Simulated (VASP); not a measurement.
## Sn2F: single point with PBE

Crystal: Sn2F.

```
Sn F
1.0
     0.00000    3.15272    3.15272
     3.15272    0.00000    3.15272
     3.15272    3.15272    0.00000
Sn F
2 1
Cartesian
  4.7291 4.7291 4.7291
  3.1527 3.1527 3.1527
  0.0000 0.0000 0.0000
```

- Program: VASP 6.6.1
- Task: single point
- Functional: PBE
- Potentials or basis: VASP PAW PBE potentials, release 64 (Sn_d, F)
- Cutoff: 520 eV
- k mesh: 6 × 6 × 6
- Occupations: gaussian, width 0.1 eV
- Spin: no spin polarisation

* Pressure: 12.4 GPa

Levels at points of the mesh, in eV from the Fermi level:
| k point | band 16 | band 17 | band 18 | band 19 | band 20 | band 21 |
| --- | --- | --- | --- | --- | --- | --- |
| (0.00, 0.00, 0.00) | 0.92 | 0.94 | 0.94 | 0.94 | 3.78 | 3.78 |
| (0.50, 0.00, 0.00) | -2.66 | -0.14 | -0.14 | 2.02 | 5.44 | 5.44 |
| (0.50, 0.50, 0.00) | -2.32 | -0.02 | -0.02 | 2.11 | 3.99 | 9.28 |

It took 19 s on 1 thread of AMD EPYC 9R45 96-Core Processor (Zen 5), with other jobs on the host, peak memory 0.17 GiB.

Caveat: spin-orbit coupling is left out, which moves the levels of the heavy elements; an odd number of electrons without spin polarisation forces a metal; a magnetic or distorted state may lie lower.
